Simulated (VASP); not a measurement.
# Fe (P6_3/mmc) in VASP: notebook, part 3 of 3

VASP 6.6.1. The steps go on from the part before.

## 5. Electric field gradients, PBE (equal xx and yy strain of -1 %)

INCAR

```
SYSTEM = Fe
PREC     = Accurate       ! precision mode
ENCUT    = 520            ! plane-wave cutoff, eV
EDIFF    = 1E-8           ! SCF threshold, eV
ISMEAR   = -1             ! smearing method
SIGMA    = 0.08           ! smearing width, eV
LREAL    = .FALSE.        ! projectors in reciprocal space
LASPH    = .TRUE.         ! aspherical terms in the spheres
NELM     = 120            ! most SCF steps
ALGO     = Normal         ! electronic algorithm
ISIF     = 2              ! what is computed and relaxed
LWAVE    = .FALSE.        ! write WAVECAR
LCHARG   = .FALSE.        ! write CHGCAR
GGA      = PE             ! functional
LEFG     = .TRUE.       
NBANDS   = 15             ! bands
GGA_COMPAT= .FALSE.
```

KPOINTS

```
regular mesh
0
G
  17 17 10
  0 0 0
```

POSCAR

```
Fe
1.0
    2.4098160095      0.0000000000      0.0000000000
   -1.2049080047      2.0869618826      0.0000000000
    0.0000000000      0.0000000000      3.8419344700
Fe
2
Direct
    0.3333333333      0.6666666667      0.2500000000
    0.6666666667      0.3333333333      0.7500000000
```

Potentials or basis: VASP PAW PBE potentials, release 64 (Fe).

Run with:

```sh
$ cat potpaw_PBE.64/Fe/POTCAR > POTCAR
$ mpirun -np 1 vasp_std > vasp.out
```

OUTCAR:

```text
SYSTEM = Fe
   PREC = Accurate
   ENCUT = 520
   EDIFF = 1E-8
   ISMEAR = -1
   LREAL = .FALSE.
   LASPH = .TRUE.
   NELM = 120
   ISIF = 2
   GGA = PE

 ion  position               nearest neighbor table
   1  0.333  0.667  0.250-   2 2.37   2 2.37   2 2.37   2 2.37   2 2.37   2 2.37
   2  0.667  0.333  0.750-   1 2.37   1 2.37   1 2.37   1 2.37   1 2.37   1 2.37

  LATTYP: Found a hexagonal cell.
 ALAT       =     2.4098160095
 C/A-ratio  =     1.5942853956

  Lattice vectors:

 A1 = (   2.4098160095,   0.0000000000,   0.0000000000)
 A2 = (  -1.2049080047,   2.0869618826,   0.0000000000)
[... 647 lines left out ...]
  free  energy   TOTEN  =       -16.2799996185 eV

  energy  without entropy=      -16.2276521870  energy(sigma->0) =      -16.25382590

 Electric field gradients (V/A^2)
---------------------------------------------------------------------
 ion       V_xx      V_yy      V_zz      V_xy      V_xz      V_yz
---------------------------------------------------------------------
   1       2.763     2.764    -5.527     0.001     0.000    -0.000
   2       2.763     2.764    -5.527     0.001    -0.000     0.000
---------------------------------------------------------------------

 Electric field gradients after diagonalization (V/A^2)
 (convention: |V_zz| > |V_xx| > |V_yy|)
----------------------------------------------------------------------
 ion       V_xx      V_yy      V_zz     asymmetry (V_yy - V_xx)/ V_zz
----------------------------------------------------------------------
   1       2.764     2.762    -5.527       0.000
   2       2.764     2.762    -5.527       0.000
----------------------------------------------------------------------

           NMR quadrupolar parameters

 Cq : quadrupolar parameter    Cq=e*Q*V_zz/h
 eta: asymmetry parameters     (V_yy - V_xx)/ V_zz
 Q  : nuclear electric quadrupole moment in mb (millibarn)
----------------------------------------------------------------------
 ion       Cq(MHz)       eta       Q (mb)
----------------------------------------------------------------------
   1      -0.013       0.000       1.000
   2      -0.013       0.000       1.000
----------------------------------------------------------------------
```

OSZICAR:

```text
N       E                     dE             d eps       ncg     rms          rms(c)
DAV:   1     0.747672124579E+02    0.74767E+02   -0.72816E+03  6092   0.146E+03
DAV:   2    -0.173223716280E+02   -0.92090E+02   -0.82311E+02  5940   0.244E+02
DAV:   3    -0.193469556893E+02   -0.20246E+01   -0.19398E+01  7158   0.519E+01
DAV:   4    -0.193592955648E+02   -0.12340E-01   -0.12338E-01  7004   0.347E+00
DAV:   5    -0.193594532017E+02   -0.15764E-03   -0.15764E-03  7368   0.388E-01    0.182E+01
DAV:   6    -0.164683544269E+02    0.28911E+01   -0.11112E+01  6682   0.725E+01    0.198E+00
DAV:   7    -0.163204486999E+02    0.14791E+00   -0.66928E-01  7151   0.162E+01    0.113E+00
DAV:   8    -0.162909428774E+02    0.29506E-01   -0.45231E-03  9062   0.103E+00    0.526E-01
DAV:   9    -0.162800312897E+02    0.10912E-01   -0.19484E-03  8969   0.514E-01    0.726E-02
DAV:  10    -0.162800065150E+02    0.24775E-04   -0.13730E-04  7677   0.209E-01    0.325E-02
DAV:  11    -0.162799978725E+02    0.86425E-05   -0.88198E-06  7944   0.668E-02    0.438E-03
DAV:  12    -0.162799990132E+02   -0.11406E-05   -0.48165E-07  6633   0.814E-03    0.204E-03
DAV:  13    -0.162799995228E+02   -0.50958E-06   -0.53157E-09  5491   0.111E-03    0.174E-04
DAV:  14    -0.162799996238E+02   -0.10103E-06   -0.16849E-09  3733   0.381E-04    0.458E-05
DAV:  15    -0.162799996185E+02    0.52546E-08   -0.21101E-10  3488   0.175E-04
   1 F= -.16280000E+02 E0= -.16253826E+02  d E =-.523474E-01
```

Run time: 54 s. Hardware: 1 thread of Intel Xeon 6975P-C, shared host; peak memory 0.17 GiB.

Results:

* Free energy: -16.2800 eV
* Pressure: 17.1 GPa
* Band gap on the k mesh: zero (band 8 reaches 8.46 eV, above the bottom of band 9 at 6.46 eV)

Stress tensor (GPa, compression positive):
```
18.33  0.00  0.00
 0.00 18.33  0.00
 0.00  0.00 14.60
```

Electric field gradients, principal values (V/Å²):
```
atom  least  middle  greatest (by size)
1 Fe  2.762   2.764              -5.527
2 Fe  2.762   2.764              -5.527
```

Caveat: the cell differs from its parent crystal (equal xx and yy strain of -1 %); without QUAD_EFG the Cq values of the log hold for a quadrupole moment of 1 mb, not for the nuclei; the run has no spin polarisation, though such a crystal can be magnetic.

## 6. Overview

```csv
cell,gap on the mesh (eV),pressure (GPa)
"a = 2.434, b = 2.434, c = 3.842 Å, angles 90.0, 90.0, 120.0°, 2 atoms",none,10.1
"a = 2.361, b = 2.361, c = 3.842 Å, angles 90.0, 90.0, 120.0°, 2 atoms",none,33.5
"a = 2.410, b = 2.410, c = 3.842 Å, angles 90.0, 90.0, 120.0°, 2 atoms",none,17.1
```

Alike in all rows: task electric field gradients; level PBE; potentials or basis VASP PAW PBE potentials, release 64 (Fe); no spin polarisation; k mesh 17 × 17 × 10; cutoff (eV) 520; smearing fermi-dirac 0.08 eV.

Caveats: the run has no spin polarisation, though such a crystal can be magnetic.

Total energies depend on the potentials used, so only differences within one code and one set of settings carry meaning.
